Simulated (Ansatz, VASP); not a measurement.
Two plane-wave programs on GaN

The input INCAR:

```
SYSTEM = GaN
PREC = Accurate
ENCUT = 520
EDIFF = 1E-7
ISMEAR = 0
SIGMA = 0.01
LREAL = .False.
LASPH = .True.
NELM = 150
ALGO = Normal
ISIF = 2
LWAVE = .False.
LCHARG = .False.
MAGMOM = 0 0 0 0 0 0 0 0 0 0 0 0
LORBIT = 11
LSORBIT = .True.
GGA_COMPAT = .False.
LORBMOM = .True.
GGA = PE
NBANDS = 50
```

Contents of KPOINTS:

```
regular mesh
0
Gamma
  12 12 6
  0 0 0
```

Contents of POSCAR:

```
GaN
1.0
    3.1831494038      0.0000000000      0.0000000000
   -1.5915747019      2.7566882477      0.0000000000
    0.0000000000      0.0000000000      5.1836255107
Ga N
2 2
Direct
    0.3333333333      0.6666666667     -0.0008868064
    0.6666666667      0.3333333333      0.4991131936
    0.3333333333      0.6666666667      0.3758868064
    0.6666666667      0.3333333333      0.8758868064
```

Input for Ansatz:

```yaml
crystal:
  lattice:
    - [3.1831494038, 0.0, 0.0]
    - [-1.5915747019, 2.7566882477, 0.0]
    - [0.0, 0.0, 5.1836255107]
  atoms:
    - { symbol: Ga, position: [0.3333333333, 0.6666666667, -0.0008868064] }
    - { symbol: Ga, position: [0.6666666667, 0.3333333333, 0.4991131936] }
    - { symbol: "N", position: [0.3333333333, 0.6666666667, 0.3758868064] }
    - { symbol: "N", position: [0.6666666667, 0.3333333333, 0.8758868064] }
kpoints:
  mp_grid: { grid: [12, 12, 6] }
  band_path:
    path:
      - [0.0, 0.0, 0.0]
      - [0.5, 0.0, 0.0]
      - [0.3333333333, 0.3333333333, 0.0]
      - [0.0, 0.0, 0.5]
      - [0.5, 0.0, 0.5]
      - [0.3333333333, 0.3333333333, 0.5]
    npoints: 1
hamiltonian:
  xc: pbe
scf:
  occupations: { method: fixed }
  n_extra_bands: 10
magnetization:
  noncollinear: true
  spin_orbit: true
output:
  forces: true
  stress: true
  eigenvalues: true
```

Alike in both runs: task single point; functional PBE; k mesh 12 × 12 × 6; non-collinear spin, spin-orbit coupling.

```csv
,VASP,Ansatz
version,VASP 6.6.1,Ansatz 0.2.0
potentials or method,"VASP PAW PBE potentials, release 64 (Ga_d, N)","plane waves, PAW"
plane-wave cutoff (eV),520,420
occupations,"gaussian, width 0.01 eV",fixed
valence electrons in the cell,36,36
```

```tsv
	VASP	Ansatz	Ansatz less VASP
pressure (GPa)	6.2	6.2	-0.05
traceless stress, the component that is largest in VASP (GPa)	0.09	0.06	-0.030
net moment per atom (μB)	0.00	0.00	0.000
```
